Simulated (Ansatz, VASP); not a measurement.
## One calculation of LaB6, two programs

```
La B
1.0
     4.14357    0.00000    0.00000
     0.00000    4.14357    0.00000
     0.00000    0.00000    4.14357
La B
1 6
Cartesian
  0.0000 0.0000 0.0000
  0.8270 2.0718 2.0718
  3.3166 2.0718 2.0718
  2.0718 2.0718 0.8270
  2.0718 2.0718 3.3166
  2.0718 0.8270 2.0718
  2.0718 3.3166 2.0718
```

Alike in both runs: functional BLYP; dispersion D3(BJ); k mesh 6 × 6 × 6; occupations gaussian, width 0.05 eV; no spin polarisation.

Ansatz relaxed the structure, and its values are those at the end. VASP's run is a single point on that final structure, the one shown.

|  | VASP | Ansatz |
| --- | --- | --- |
| version | VASP 6.6.1 | Ansatz 0.2.0 |
| potentials or method | VASP PAW PBE potentials, release 64 (La, B), cutoff 520 eV | scalar-relativistic, plane waves, PAW |
| valence electrons in the cell | 29 | 29 |

|  | VASP | Ansatz | Ansatz less VASP |
| --- | --- | --- | --- |
| gap on the k mesh at the Fermi level (eV) | none | none | - |
| pressure (GPa) | -3.5 | -3.4 | +0.10 |

VASP's potentials were made for PBE, not for BLYP. A gap of «none» marks a metal or a gap that the smearing closes. Ansatz's warnings: stress scf threshold loose.

Neither program's run includes spin-orbit coupling.
